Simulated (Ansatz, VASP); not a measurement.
## Two plane-wave programs on EuS

```
Eu S
1.0
     0.00000    2.97850    2.97850
     2.97850    0.00000    2.97850
     2.97850    2.97850    0.00000
Eu S
1 1
Direct
  0.00000 0.00000 0.00000
  0.50000 0.50000 0.50000
```

Alike in both runs: task single point; functional PBE; k mesh 10 × 10 × 10; occupations gaussian, width 0.02 eV; collinear spin; Hubbard terms Eu f U = 3.0 eV.

|  | VASP | Ansatz |
| --- | --- | --- |
| version | VASP 6.6.1 | Ansatz 0.2.0 |
| potentials or method | VASP PAW PBE potentials, release 64 (Eu, S) | scalar-relativistic, plane waves, PAW |
| plane-wave cutoff (eV) | 600 | 420 |
| valence electrons in the cell | 23 | 23 |

```csv
,VASP,Ansatz,Ansatz less VASP
gap on the k mesh at the Fermi level (eV),none,none,-
net moment per atom (μB),3.50,3.50,0.000
size of the moment on the site where the two differ most (μB),6.67,6.84,+0.165
```

Site moments also hang on the region over which each program counts them. The programs project onto different local orbitals, so the same U acts differently, and such runs can settle in different states. A gap of «none» marks a metal or a gap that the smearing closes. Ansatz's warnings: filled band counts differ across k points, stability check not made.

Neither program's run includes spin-orbit coupling.
